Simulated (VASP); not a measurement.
Input of a VASP 6.6.1 run:

The input POSCAR:

```
TlBr
1.0
    3.9386730000      0.0000000000      0.0000000000
    0.0000000000      3.9386730000      0.0000000000
    0.0000000000      0.0000000000      3.9386730000
Tl Br
1 1
Direct
    0.0000000000      0.0000000000      0.0000000000
    0.5000000000      0.5000000000      0.5000000000
```

The input INCAR.step1:

```
SYSTEM = TlBr
PREC = Accurate
ENCUT = 550
ISMEAR = -1
SIGMA = 0.1
LREAL = .False.
LASPH = .True.
NELM = 120
NBANDS = 17
GGA = PE
ALGO = Normal
EDIFF = 1E-5
LWAVE = .True.
LCHARG = .False.
GGA_COMPAT = .False.
```

INCAR.step2

```
SYSTEM = TlBr
PREC = Accurate
ENCUT = 550
EDIFF = 1E-6
ISMEAR = -1
SIGMA = 0.1
LREAL = .False.
LASPH = .True.
NELM = 120
ALGO = Normal
ISIF = 2
LWAVE = .False.
LCHARG = .False.
METAGGA = R2SCAN
LMIXTAU = .True.
NBANDS = 17
ISTART = 1
GGA_COMPAT = .False.
```

Contents of KPOINTS:

```
regular mesh
0
Gamma
  5 5 5
  0 0 0
```

Potentials or basis: VASP PAW PBE potentials, release 64 (Tl_d, Br).

Run with:

```sh
$ cat potpaw_PBE.64/Tl_d/POTCAR potpaw_PBE.64/Br/POTCAR > POTCAR
$ cp INCAR.step1 INCAR
$ mpirun -np 1 vasp_std > vasp.out
$ cp INCAR.step2 INCAR
$ mpirun -np 1 vasp_std > vasp.out
```

Task: What does it give for the pressure?

Result: 1.2 GPa.

Task: Estimate the band gap on the k mesh.

Result: 3.02 eV, direct.

Caveat: the PAW data sets were made with another functional, which shifts forces and pressure a little; spin-orbit coupling is left out, which moves the levels of the heavy elements. r2SCAN opens gaps a little over a GGA but as a rule still falls short of measured ones.
